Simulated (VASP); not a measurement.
# TiAl (Pm-3m) in VASP: a series of runs

TiAl is run at these levels: PBE; tasks: single point, relaxation of cell and atoms.

All numbers are computed with VASP 6.6.1; they aren't measurements. Logs are shortened: lines on timing, memory, paths and dates and some standing lists are left out, and cuts for length are marked.

### Step 1. The cell of the first run

It takes space group Pm-3m (No. 221, cubic). The conventional cell has a = 3.184 Å, b = 3.184 Å, c = 3.184 Å, α = 90.00°, β = 90.00°, γ = 90.00°. Within 3.6 Å of Ti (site symmetry m-3m) lie 8 Al at 2.76 Å and 6 Ti at 3.18 Å. Within 3.6 Å of Al (site symmetry m-3m) lie 8 Ti at 2.76 Å and 6 Al at 3.18 Å.

### Step 2. Single point, PBE

INCAR

```
SYSTEM = TiAl
ALGO = Normal
EDIFF = 1E-6
ENCUT = 520
GGA = PE
ISIF = 2
ISMEAR = 0
LASPH = .True.
LCHARG = .False.
LREAL = .False.
LWAVE = .False.
NBANDS = 14
NELM = 100
PREC = Accurate
SIGMA = 0.1
```

KPOINTS

```
k-points
0
Gamma
  6 6 6
  0 0 0
```

POSCAR

```
TiAl
1.0
    3.1842827063      0.0000000000      0.0000000000
    0.0000000000      3.1842827063      0.0000000000
    0.0000000000      0.0000000000      3.1842827063
Ti Al
1 1
Direct
    0.5000000000      0.5000000000      0.5000000000
    0.0000000000      0.0000000000      0.0000000000
```

Potentials or basis: VASP PAW PBE potentials, release 64 (Ti_sv, Al).

Command:

```bash
$ cat potpaw_PBE.64/Ti_sv/POTCAR potpaw_PBE.64/Al/POTCAR > POTCAR
$ mpirun -np 1 vasp_std > vasp.out
```

OUTCAR:

```text
SYSTEM = TiAl
   EDIFF = 1E-6
   ENCUT = 520
   GGA = PE
   ISIF = 2
   ISMEAR = 0
   LASPH = .True.
   LREAL = .False.
   NELM = 100
   PREC = Accurate

 ion  position               nearest neighbor table
   1  0.500  0.500  0.500-   2 2.76   2 2.76   2 2.76   2 2.76   2 2.76   2 2.76   2 2.76   2 2.76

   2  0.000  0.000  0.000-   1 2.76   1 2.76   1 2.76   1 2.76   1 2.76   1 2.76   1 2.76   1 2.76

  LATTYP: Found a simple cubic cell.
 ALAT       =     3.1842827063

  Lattice vectors:

 A1 = (   3.1842827063,   0.0000000000,   0.0000000000)
 A2 = (   0.0000000000,   3.1842827063,   0.0000000000)
 A3 = (   0.0000000000,   0.0000000000,   3.1842827063)

Analysis of symmetry for initial positions (statically):
=====================================================================
 Subroutine PRICEL returns:
 Original cell was already a primitive cell.

 Routine SETGRP: Setting up the symmetry group for a
 simple cubic supercell.

 Subroutine GETGRP returns: Found 48 space group operations
 (whereof 48 operations were pure point group operations)
 out of a pool of 48 trial point group operations.

The static configuration has the point symmetry O_h .

Analysis of symmetry for dynamics (positions and initial velocities):
=====================================================================
 Subroutine PRICEL returns:
 Original cell was already a primitive cell.

 Routine SETGRP: Setting up the symmetry group for a
 simple cubic supercell.

 Subroutine GETGRP returns: Found 48 space group operations
 (whereof 48 operations were pure point group operations)
 out of a pool of 48 trial point group operations.

The dynamic configuration has the point symmetry O_h .

 Subroutine INISYM returns: Found 48 space group operations
 (whereof 48 operations are pure point group operations),
 and found     1 'primitive' translations

----------------------------------------------------------------------------------------

                                     Primitive cell

  volume of cell :      32.2875

  direct lattice vectors                    reciprocal lattice vectors
     3.184282706  0.000000000  0.000000000     0.314042468  0.000000000  0.000000000
     0.000000000  3.184282706  0.000000000     0.000000000  0.314042468  0.000000000
     0.000000000  0.000000000  3.184282706     0.000000000  0.000000000  0.314042468

  length of vectors
     3.184282706  3.184282706  3.184282706     0.314042468  0.314042468  0.314042468

  position of ions in fractional coordinates (direct lattice)
     0.500000000  0.500000000  0.500000000
     0.000000000  0.000000000  0.000000000

  ion indices of the primitive-cell ions
   primitive index   ion index
                 1           1
                 2           2

----------------------------------------------------------------------------------------

 KPOINTS: k-points

Automatic generation of k-mesh.
 Grid dimensions read from file:
 generate k-points for:    6    6    6

 Generating k-lattice:

  Cartesian coordinates                     Fractional coordinates (reciprocal lattice)
     0.052340411  0.000000000  0.000000000     0.166666667  0.000000000  0.000000000
     0.000000000  0.052340411  0.000000000     0.000000000  0.166666667  0.000000000
     0.000000000  0.000000000  0.052340411     0.000000000  0.000000000  0.166666667

  Length of vectors
     0.052340411  0.052340411  0.052340411

  Shift w.r.t. Gamma in fractional coordinates (k-lattice)
     0.000000000  0.000000000  0.000000000

 Subroutine IBZKPT returns following result:
 ===========================================

 Found     20 irreducible k-points:

 Following reciprocal coordinates:
            Coordinates               Weight
  0.000000  0.000000  0.000000      1.000000
  0.166667  0.000000  0.000000      6.000000
  0.333333  0.000000  0.000000      6.000000
  0.500000  0.000000  0.000000      3.000000
  0.166667  0.166667  0.000000     12.000000
  0.333333  0.166667  0.000000     24.000000
[... 12 lines left out ...]
  0.500000  0.500000  0.333333      6.000000
  0.500000  0.500000  0.500000      1.000000
   k-points           NKPTS =     20   k-points in BZ     NKDIM =     20   number of bands    NBANDS=     14
   number of dos      NEDOS =    301   number of ions     NIONS =      2
   total plane-waves  NPLWV =  13824
   dimension x,y,z NGX =    24 NGY =   24 NGZ =   24
   dimension x,y,z NGXF=    48 NGYF=   48 NGZF=   48
   ions per type =               1   1
   NGX,Y,Z   is equivalent  to a cutoff of  12.53, 12.53, 12.53 a.u.
   NGXF,Y,Z  is equivalent  to a cutoff of  25.06, 25.06, 25.06 a.u.
 SYSTEM =  TiAl
   PREC   = accura    normal or accurate (medium, high low for compatibility)
   ISTART =      0    job   : 0-new  1-cont  2-samecut
   ICHARG =      2    charge: 1-file 2-atom 10-const
   ISPIN  =      1    spin polarized calculation?
   LNONCOLLINEAR =      F non collinear calculations
   LSORBIT =      F    spin-orbit coupling
   LASPH  =      T    aspherical Exc in radial PAW
   ENCUT  =  520.0 eV  38.22 Ry    6.18 a.u.   5.92  5.92  5.92*2*pi/ulx,y,z
   NELM   =    100;   NELMIN=  2; NELMDL= -5     # of ELM steps
   EDIFF  = 0.1E-05   stopping-criterion for ELM
   LREAL  =      F    real-space projection
   EDIFFG = 0.1E-04   stopping-criterion for IOM
   NSW    =      0    number of steps for IOM
   IBRION =     -1    ionic relax: 0-MD 1-quasi-New 2-CG
   NFREE  =      0    steps in history (QN), initial steepest desc. (CG)
   ISIF   =      2    stress and relaxation
   ISYM   =      2    0-nonsym 1-usesym 2-fastsym
   POTIM  = 0.5000    time-step for ionic-motion
   TEBEG  =    0.0;   TEEND  =   0.0 temperature during run
   PSTRESS=    0.0 pullay stress
   NELECT =      15.0000    total number of electrons
   NUPDOWN=      -1.0000    fix difference up-down
   EMIN   =  10.00;   EMAX   =-10.00  energy-range for DOS
   EFERMI =   0.00;   METHOD = LEGACY
   ISMEAR =     0;   SIGMA  =   0.10  broadening in eV -4-tet -1-fermi 0-gaus
   EFERMI_NEDOS =   21; number of points for ismear=-14 and -15
   IALGO  =     38    algorithm
   IMIX   =      4    mixing-type and parameters
     AMIX     =   0.40;   BMIX     =  1.00
     AMIX_MAG =   1.60;   BMIX_MAG =  1.00
  volume/ion in A,a.u.               =      16.14       108.94
  Fermi-wavevector in a.u.,A,eV,Ry     =   1.267925  2.396031 21.873193  1.607634
  Thomas-Fermi vector in A             =   2.401047
   LORBIT       =      0    0 simple, 1 ext, 2 COOP (PROOUT), +10 PAW based schemes
   GGA     = PE    functional components
   LHFCALC =     F    Hartree Fock is set to
   AEXX    =    0.0000 exact exchange contribution
   IVDW    =     0    specifies the selected vdW correction
   LEPSILON=     F    determine dielectric tensor
   LRPA    =     F    only Hartree local field effects (RPA)
 non-spin polarized calculation
 Gauss-broadening in eV      SIGMA  =   0.10
  energy-cutoff  :      520.00
  volume of cell :       32.29
 maximum number of plane-waves:       912
 NGX is ok and might be reduce to    24
   NGX = 11   NGY = 11   NGZ = 11

 number of electron      14.9999994 magnetization

 Free energy of the ion-electron system (eV)
  ---------------------------------------------------
  ext. energy  EPLUGINS =         0.00000000
  ---------------------------------------------------
  free energy    TOTEN  =       -12.11515464 eV

  energy without entropy =      -12.10296701  energy(sigma->0) =      -12.10906082

 E-fermi :   8.7489     XC(G=0): -11.0653

 val. band max:        8.6851877524   @ k =   0.3333   0.3333   0.1667
 cond. band min:       8.8071042980   @ k =   0.3333   0.1667   0.0000
 fundamental gap:      0.1219165457
 Fermi energy:         8.7489425302

 k-point     1 :       0.0000    0.0000    0.0000
  band No.  band energies     occupation
      1     -48.1704      2.00000
      2     -24.3727      2.00000
      3     -24.3727      2.00000
      4     -24.3727      2.00000
      5      -0.5317      2.00000
      6       7.3021      2.00000
      7       7.3021      2.00000
      8      10.5285      0.00000
      9      10.5285      0.00000
     10      10.5285      0.00000
     11      13.1113      0.00000
     12      13.1113      0.00000
     13      13.1113      0.00000
     14      17.4931      0.00000

 k-point     2 :       0.1667    0.0000    0.0000
  band No.  band energies     occupation
      1     -48.1668      2.00000
      2     -24.4150      2.00000
      3     -24.3689      2.00000
      4     -24.3689      2.00000
      5      -0.0948      2.00000
      6       6.9806      2.00000
      7       7.4925      2.00000
      8       9.9341      0.00000
      9       9.9341      0.00000
     10      10.5777      0.00000
     11      11.8868      0.00000
     12      14.0349      0.00000
     13      14.0349      0.00000
     14      16.9457      0.00000

 k-point     3 :       0.3333    0.0000    0.0000
  band No.  band energies     occupation
      1     -48.1595      2.00000
      2     -24.4988      2.00000
      3     -24.3615      2.00000
      4     -24.3615      2.00000
      5       1.1492      2.00000
      6       5.4004      2.00000
      7       7.9291      2.00000
      8       9.1748      0.00000
      9       9.1748      0.00000
     10      10.6786      0.00000
     11      11.4402      0.00000
     12      15.8147      0.00000
     13      15.8509      0.00000
     14      15.8509      0.00000

 k-point     4 :       0.5000    0.0000    0.0000
  band No.  band energies     occupation
      1     -48.1559      2.00000
      2     -24.5402      2.00000
      3     -24.3578      2.00000
      4     -24.3578      2.00000
      5       2.6861      2.00000
      6       3.5468      2.00000
      7       8.1864      2.00000
      8       8.8837      0.05667
      9       8.8837      0.05666
     10      10.7303      0.00000
     11      11.6948      0.00000
     12      15.2262      0.00000
     13      17.9968      0.00000
     14      17.9968      0.00000

 k-point     5 :       0.1667    0.1667    0.0000
  band No.  band energies     occupation
      1     -48.1632      2.00000
      2     -24.4126      2.00000
      3     -24.4087      2.00000
      4     -24.3652      2.00000
      5       0.3260      2.00000
      6       7.1191      2.00000
      7       7.3000      2.00000
      8       9.2982      0.00000
      9       9.8542      0.00000
     10      10.2432      0.00000
     11      12.2851      0.00000
[... 208 lines left out ...]
 k-point    18 :       0.5000    0.3333    0.3333
  band No.  band energies     occupation
      1     -48.1351      2.00000
      2     -24.5064      2.00000
      3     -24.4641      2.00000
      4     -24.4616      2.00000
      5       4.3719      2.00000
      6       5.7754      2.00000
      7       6.2388      2.00000
      8       9.3721      0.00000
      9       9.6128      0.00000
     10      10.5094      0.00000
     11      11.5093      0.00000
     12      11.8240      0.00000
     13      14.1855      0.00000
     14      15.1856      0.00000

 k-point    19 :       0.5000    0.5000    0.3333
  band No.  band energies     occupation
      1     -48.1316      2.00000
      2     -24.5011      2.00000
      3     -24.5011      2.00000
      4     -24.4581      2.00000
      5       4.9428      2.00000
      6       5.8474      2.00000
      7       5.8474      2.00000
      8       9.5085      0.00000
      9      10.5661      0.00000
     10      10.9477      0.00000
     11      10.9477      0.00000
     12      11.4899      0.00000
     13      12.9305      0.00000
     14      15.2991      0.00000

 k-point    20 :       0.5000    0.5000    0.5000
  band No.  band energies     occupation
      1     -48.1282      2.00000
      2     -24.4960      2.00000
      3     -24.4960      2.00000
      4     -24.4960      2.00000
      5       5.6504      2.00000
      6       5.6504      2.00000
      7       5.6504      2.00000
      8       9.3171      0.00000
      9      11.5057      0.00000
     10      11.5057      0.00000
     11      11.6278      0.00000
     12      11.6278      0.00000
     13      11.6278      0.00000
     14      15.2166      0.00000

------------------------ aborting loop because EDIFF is reached ----------------------------------------

  FORCE on cell =-STRESS in cart. coord.  units (eV):
  Direction    XX          YY          ZZ          XY          YZ          ZX
  --------------------------------------------------------------------------------------
  -------------------------------------------------------------------------------------
  Total       -0.0028523     -0.0028523     -0.0028523     -0.0000000      0.0000000     -0.0000000
  in kB       -0.1415351     -0.1415351     -0.1415351     -0.0000000      0.0000000     -0.0000000
  external PRESSURE =      -0.1415351 kB  Pullay stress =       0.0000000 kB

 VOLUME and BASIS-vectors are now :
 -----------------------------------------------------------------------------
  energy-cutoff  :      520.00
  volume of cell :       32.29
      direct lattice vectors                 reciprocal lattice vectors
     3.184282706  0.000000000  0.000000000     0.314042468  0.000000000  0.000000000
     0.000000000  3.184282706  0.000000000     0.000000000  0.314042468  0.000000000
     0.000000000  0.000000000  3.184282706     0.000000000  0.000000000  0.314042468

 POSITION                                       TOTAL-FORCE (eV/Angst)
 -----------------------------------------------------------------------------------
      1.59214      1.59214      1.59214         0.000000      0.000000      0.000000
      0.00000      0.00000      0.00000         0.000000      0.000000      0.000000
 -----------------------------------------------------------------------------------
    total drift:                                0.000000     -0.000000     -0.000000

  FREE ENERGIE OF THE ION-ELECTRON SYSTEM (eV)
  ---------------------------------------------------
  free  energy   TOTEN  =       -12.1151546385 eV

  energy  without entropy=      -12.1029670059  energy(sigma->0) =      -12.10906082
```

Run time: 13 s. Hardware: 1 thread of AMD EPYC 7R43 (Zen 3), shared host; peak memory 0.1 GiB.

What came out:

* Free energy: -12.1152 eV
* Pressure: 0.0 GPa
* Band gap on the k mesh: zero (an odd number of electrons rules out a gap without spin polarisation)

Levels at points of the mesh, in eV from the Fermi level:
```tsv
k point	band 4	band 5	band 6	band 7	band 8	band 9	band 10	band 11
(0.00, 0.00, 0.00)	-33.12	-9.28	-1.45	-1.45	1.78	1.78	1.78	4.36
(0.50, 0.00, 0.00)	-33.11	-6.06	-5.20	-0.56	0.13	0.13	1.98	2.95
(0.50, 0.50, 0.00)	-33.09	-5.03	-2.13	-2.13	-1.48	0.69	0.69	2.69
(0.50, 0.50, 0.50)	-33.24	-3.10	-3.10	-3.10	0.57	2.76	2.76	2.88
```

(Continued in part 2 of 2.)
